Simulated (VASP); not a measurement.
# TaSb4Au (P4/mmm) in VASP: single point with PBE

Aim: the single point of TaSb4Au with PBE.

Everything below comes from runs of VASP 6.6.1. Logs are shortened: lines on timing, memory, paths and dates and some standing lists are left out, and cuts for length are marked.

**1. The cell of the first run**

Symmetry: P4/mmm, No. 123, tetragonal system. Conventional cell: a = 4.313 Å, b = 4.313 Å, c = 7.479 Å, α = 90.00°, β = 90.00°, γ = 90.00°. Within 2.8 Å of Ta (site symmetry 4/mmm) lie 6 Sb at 2.10 to 2.16 Å. Within 2.8 Å of Sb (site symmetry 4mm) lie 1 Ta at 2.10 Å. Sb (site symmetry mmm) has 2 Ta at 2.16 Å within 2.9 Å. Au (site symmetry 4/mmm) has 16 Sb at 3.46 to 4.32 Å and 4 Au at 4.31 Å within 4.5 Å.

**2. Single point, PBE**

INCAR

```
PREC = Accurate ; ENCUT = 520
EDIFF = 1E-7 ; ISMEAR = 0
SIGMA = 0.1 ; LREAL = False
LASPH = True ; NELM = 60
ALGO = Normal ; ISIF = 2
LWAVE = False ; LCHARG = False
GGA = PE ; NBANDS = 30
```

KPOINTS

```
regular mesh
0
Gamma
  4 4 4
```

POSCAR

```
TaSb4Au
1.0
    4.3128634100      0.0000000000      0.0000000000
    0.0000000000      4.3128634100      0.0000000000
    0.0000000000      0.0000000000      7.4794757900
Ta Sb Au
1 4 1
Direct
    0.0000000000      0.0000000000      0.0000000000
    0.0000000000      0.0000000000      0.7185918700
    0.0000000000      0.0000000000      0.2814081300
    0.5000000000      0.0000000000      0.0000000000
    0.0000000000      0.5000000000      0.0000000000
    0.5000000000      0.5000000000      0.5000000000
```

Potentials or basis: VASP PAW PBE potentials, release 64 (Ta_pv, Sb, Au).

On the command line:

```bash
$ cat potpaw_PBE.64/Ta_pv/POTCAR potpaw_PBE.64/Sb/POTCAR potpaw_PBE.64/Au/POTCAR > POTCAR
$ mpirun -np 1 vasp_std > vasp.out
```

OUTCAR:

```text
PREC = Accurate
   ENCUT = 520
   EDIFF = 1E-7
   ISMEAR = 0
   LREAL = False
   LASPH = True
   NELM = 60
   ISIF = 2
   GGA = PE

 ion  position               nearest neighbor table
   1  0.000  0.000  0.000-   2 2.10   3 2.10   4 2.16   5 2.16   5 2.16   4 2.16
   2  0.000  0.000  0.719-   1 2.10   4 3.01   5 3.01   5 3.01   4 3.01   3 3.27   6 3.46   6 3.46
                             6 3.46   6 3.46
   3  0.000  0.000  0.281-   1 2.10   4 3.01   5 3.01   5 3.01   4 3.01   2 3.27   6 3.46   6 3.46
                             6 3.46   6 3.46
   4  0.500  0.000  0.000-   1 2.16   1 2.16   3 3.01   2 3.01   2 3.01   3 3.01   5 3.05   5 3.05
                             5 3.05   5 3.05
   5  0.000  0.500  0.000-   1 2.16   1 2.16   3 3.01   2 3.01   2 3.01   3 3.01   4 3.05   4 3.05
                             4 3.05   4 3.05
   6  0.500  0.500  0.500-   2 3.46   3 3.46   2 3.46   3 3.46   2 3.46   3 3.46   2 3.46   3 3.46

  LATTYP: Found a simple tetragonal cell.
 ALAT       =     4.3128634100
 C/A-ratio  =     1.7342250563

  Lattice vectors:

 A1 = (   4.3128634100,   0.0000000000,   0.0000000000)
 A2 = (   0.0000000000,   4.3128634100,   0.0000000000)
 A3 = (   0.0000000000,   0.0000000000,   7.4794757900)

Analysis of symmetry for initial positions (statically):
=====================================================================
 Subroutine PRICEL returns:
 Original cell was already a primitive cell.

 Routine SETGRP: Setting up the symmetry group for a
 simple tetragonal supercell.

 Subroutine GETGRP returns: Found 16 space group operations
 (whereof 16 operations were pure point group operations)
 out of a pool of 16 trial point group operations.

The static configuration has the point symmetry D_4h.

Analysis of symmetry for dynamics (positions and initial velocities):
=====================================================================
 Subroutine PRICEL returns:
 Original cell was already a primitive cell.

 Routine SETGRP: Setting up the symmetry group for a
 simple tetragonal supercell.

 Subroutine GETGRP returns: Found 16 space group operations
 (whereof 16 operations were pure point group operations)
 out of a pool of 16 trial point group operations.

The dynamic configuration has the point symmetry D_4h.

 Subroutine INISYM returns: Found 16 space group operations
 (whereof 16 operations are pure point group operations),
 and found     1 'primitive' translations

----------------------------------------------------------------------------------------

                                     Primitive cell

  volume of cell :     139.1242

  direct lattice vectors                    reciprocal lattice vectors
     4.312863410  0.000000000  0.000000000     0.231864519  0.000000000  0.000000000
     0.000000000  4.312863410  0.000000000     0.000000000  0.231864519  0.000000000
     0.000000000  0.000000000  7.479475790     0.000000000  0.000000000  0.133699209

  length of vectors
     4.312863410  4.312863410  7.479475790     0.231864519  0.231864519  0.133699209

  position of ions in fractional coordinates (direct lattice)
     0.000000000  0.000000000  0.000000000
     0.000000000  0.000000000  0.718591870
     0.000000000  0.000000000  0.281408130
     0.500000000  0.000000000  0.000000000
     0.000000000  0.500000000  0.000000000
     0.500000000  0.500000000  0.500000000

  ion indices of the primitive-cell ions
   primitive index   ion index
                 1           1
                 2           2
                 3           3
                 4           4
                 5           5
                 6           6

----------------------------------------------------------------------------------------

 KPOINTS: regular mesh

Automatic generation of k-mesh.
 Grid dimensions read from file:
 generate k-points for:    4    4    4

 Generating k-lattice:

  Cartesian coordinates                     Fractional coordinates (reciprocal lattice)
     0.057966130  0.000000000  0.000000000     0.250000000  0.000000000  0.000000000
     0.000000000  0.057966130  0.000000000     0.000000000  0.250000000  0.000000000
     0.000000000  0.000000000  0.033424802     0.000000000  0.000000000  0.250000000

  Length of vectors
     0.057966130  0.057966130  0.033424802

  Shift w.r.t. Gamma in fractional coordinates (k-lattice)
     0.000000000  0.000000000  0.000000000

 Subroutine IBZKPT returns following result:
 ===========================================

 Found     18 irreducible k-points:

 Following reciprocal coordinates:
            Coordinates               Weight
  0.000000  0.000000  0.000000      1.000000
  0.250000  0.000000  0.000000      4.000000
  0.500000  0.000000  0.000000      2.000000
  0.250000  0.250000  0.000000      4.000000
  0.500000  0.250000  0.000000      4.000000
  0.500000  0.500000  0.000000      1.000000
[... 10 lines left out ...]
  0.500000  0.250000  0.500000      4.000000
  0.500000  0.500000  0.500000      1.000000
   k-points           NKPTS =     18   k-points in BZ     NKDIM =     18   number of bands    NBANDS=     30
   number of dos      NEDOS =    301   number of ions     NIONS =      6
   total plane-waves  NPLWV =  57344
   dimension x,y,z NGX =    32 NGY =   32 NGZ =   56
   dimension x,y,z NGXF=    64 NGYF=   64 NGZF=  112
   ions per type =               1   4   1
   NGX,Y,Z   is equivalent  to a cutoff of  12.33, 12.33, 12.45 a.u.
   NGXF,Y,Z  is equivalent  to a cutoff of  24.67, 24.67, 24.89 a.u.
 SYSTEM =  unknown system
   PREC   = accura    normal or accurate (medium, high low for compatibility)
   ISTART =      0    job   : 0-new  1-cont  2-samecut
   ICHARG =      2    charge: 1-file 2-atom 10-const
   ISPIN  =      1    spin polarized calculation?
   LNONCOLLINEAR =      F non collinear calculations
   LSORBIT =      F    spin-orbit coupling
   LASPH  =      T    aspherical Exc in radial PAW
   ENCUT  =  520.0 eV  38.22 Ry    6.18 a.u.   8.02  8.02 13.91*2*pi/ulx,y,z
   NELM   =     60;   NELMIN=  2; NELMDL= -5     # of ELM steps
   EDIFF  = 0.1E-06   stopping-criterion for ELM
   LREAL  =      F    real-space projection
   EDIFFG = 0.1E-05   stopping-criterion for IOM
   NSW    =      0    number of steps for IOM
   IBRION =     -1    ionic relax: 0-MD 1-quasi-New 2-CG
   NFREE  =      0    steps in history (QN), initial steepest desc. (CG)
   ISIF   =      2    stress and relaxation
   ISYM   =      2    0-nonsym 1-usesym 2-fastsym
   POTIM  = 0.5000    time-step for ionic-motion
   TEBEG  =    0.0;   TEEND  =   0.0 temperature during run
   PSTRESS=    0.0 pullay stress
   NELECT =      42.0000    total number of electrons
   NUPDOWN=      -1.0000    fix difference up-down
   EMIN   =  10.00;   EMAX   =-10.00  energy-range for DOS
   EFERMI =   0.00;   METHOD = LEGACY
   ISMEAR =     0;   SIGMA  =   0.10  broadening in eV -4-tet -1-fermi 0-gaus
   EFERMI_NEDOS =   21; number of points for ismear=-14 and -15
   IALGO  =     38    algorithm
   IMIX   =      4    mixing-type and parameters
     AMIX     =   0.40;   BMIX     =  1.00
     AMIX_MAG =   1.60;   BMIX_MAG =  1.00
  volume/ion in A,a.u.               =      23.19       156.48
  Fermi-wavevector in a.u.,A,eV,Ry     =   1.098223  2.075340 16.409892  1.206093
  Thomas-Fermi vector in A             =   2.234596
   LORBIT       =      0    0 simple, 1 ext, 2 COOP (PROOUT), +10 PAW based schemes
   GGA     = PE    functional components
   LHFCALC =     F    Hartree Fock is set to
   AEXX    =    0.0000 exact exchange contribution
   IVDW    =     0    specifies the selected vdW correction
   LEPSILON=     F    determine dielectric tensor
   LRPA    =     F    only Hartree local field effects (RPA)
 non-spin polarized calculation
 Gauss-broadening in eV      SIGMA  =   0.10
  energy-cutoff  :      520.00
  volume of cell :      139.12
 maximum number of plane-waves:      3784
   NGX = 17   NGY = 17   NGZ = 27

 number of electron      41.9999998 magnetization

 Free energy of the ion-electron system (eV)
  ---------------------------------------------------
  ext. energy  EPLUGINS =         0.00000000
  ---------------------------------------------------
  free energy    TOTEN  =        -8.59126989 eV

  energy without entropy =       -8.57220179  energy(sigma->0) =       -8.58173584

 E-fermi :   8.6000     XC(G=0): -10.4588

 val. band max:        8.5331620720   @ k =   0.5000   0.5000   0.5000
 cond. band min:       8.6138876491   @ k =   0.5000   0.2500   0.2500
 fundamental gap:      0.0807255771
 Fermi energy:         8.5999608578

 k-point     1 :       0.0000    0.0000    0.0000
  band No.  band energies     occupation
      1     -26.8374      2.00000
      2     -26.7736      2.00000
      3     -26.7736      2.00000
      4      -6.0900      2.00000
      5      -1.8989      2.00000
      6      -1.7722      2.00000
[... 22 lines left out ...]
     29      12.0650      0.00000
     30      12.7399      0.00000

 k-point     2 :       0.2500    0.0000    0.0000
  band No.  band energies     occupation
      1     -26.8247      2.00000
      2     -26.7613      2.00000
      3     -26.6684      2.00000
      4      -5.5271      2.00000
      5      -1.9925      2.00000
      6      -1.6395      2.00000
[... 22 lines left out ...]
     29      12.8297      0.00000
     30      13.6359      0.00000

 k-point     3 :       0.5000    0.0000    0.0000
  band No.  band energies     occupation
      1     -26.8119      2.00000
      2     -26.7488      2.00000
      3     -26.5624      2.00000
      4      -4.7485      2.00000
      5      -2.2337      2.00000
      6      -1.4956      2.00000
[... 484 lines left out ...]
     29      13.0979      0.00000
     30      13.5045      0.00000

 k-point    18 :       0.5000    0.5000    0.5000
  band No.  band energies     occupation
      1     -26.7866      2.00000
      2     -26.5360      2.00000
      3     -26.5360      2.00000
      4      -2.6018      2.00000
      5      -1.4400      2.00000
      6      -1.4400      2.00000
[... 22 lines left out ...]
     29      12.1207      0.00000
     30      13.5906      0.00000

------------------------ aborting loop because EDIFF is reached ----------------------------------------

  FORCE on cell =-STRESS in cart. coord.  units (eV):
  Direction    XX          YY          ZZ          XY          YZ          ZX
  --------------------------------------------------------------------------------------
  -------------------------------------------------------------------------------------
  Total       64.2522355     64.2522355     80.1551833      0.0000000     -0.0000000     -0.0000000
  in kB      739.9395758    739.9395758    923.0806029      0.0000000     -0.0000000     -0.0000000
  external PRESSURE =     800.9865848 kB  Pullay stress =       0.0000000 kB

 VOLUME and BASIS-vectors are now :
 -----------------------------------------------------------------------------
  energy-cutoff  :      520.00
  volume of cell :      139.12
      direct lattice vectors                 reciprocal lattice vectors
     4.312863410  0.000000000  0.000000000     0.231864519  0.000000000  0.000000000
     0.000000000  4.312863410  0.000000000     0.000000000  0.231864519  0.000000000
     0.000000000  0.000000000  7.479475790     0.000000000  0.000000000  0.133699209

 POSITION                                       TOTAL-FORCE (eV/Angst)
 -----------------------------------------------------------------------------------
      0.00000      0.00000      0.00000         0.000000      0.000000     -0.000000
      0.00000      0.00000      5.37469         0.000000      0.000000    -19.683015
      0.00000      0.00000      2.10479        -0.000000     -0.000000     19.683015
      2.15643      0.00000      0.00000         0.000000      0.000000     -0.000000
      0.00000      2.15643      0.00000         0.000000      0.000000     -0.000000
      2.15643      2.15643      3.73974         0.000000      0.000000     -0.000000
 -----------------------------------------------------------------------------------
    total drift:                                0.000000      0.000000     -0.000000

  FREE ENERGIE OF THE ION-ELECTRON SYSTEM (eV)
  ---------------------------------------------------
  free  energy   TOTEN  =        -8.5912698930 eV

  energy  without entropy=       -8.5722017871  energy(sigma->0) =       -8.58173584
```

Wall time 41 s (1 thread of AMD EPYC 9R45 (Zen 5), shared host); peak memory 0.24 GiB.

What came out:

* Free energy: -8.5913 eV
* Pressure: 80.1 GPa
* Largest force: 19.683 eV/Å
* Band gap on the k mesh: zero (band 21 reaches 8.73 eV, above the bottom of band 22 at 7.81 eV)

Forces in eV/Å, atoms in the order of the input:
```
Ta    0.000   0.000   0.000
Sb    0.000   0.000 -19.683
Sb    0.000   0.000  19.683
Sb    0.000   0.000   0.000
Sb    0.000   0.000   0.000
Au    0.000   0.000   0.000
```

Caveat: the k points lie up to 0.36 Å⁻¹ apart; spin-orbit coupling is left out, which moves the levels of the heavy elements; forces of over 1 eV/Å act on the atoms, so gaps and moduli don't describe the material at rest.
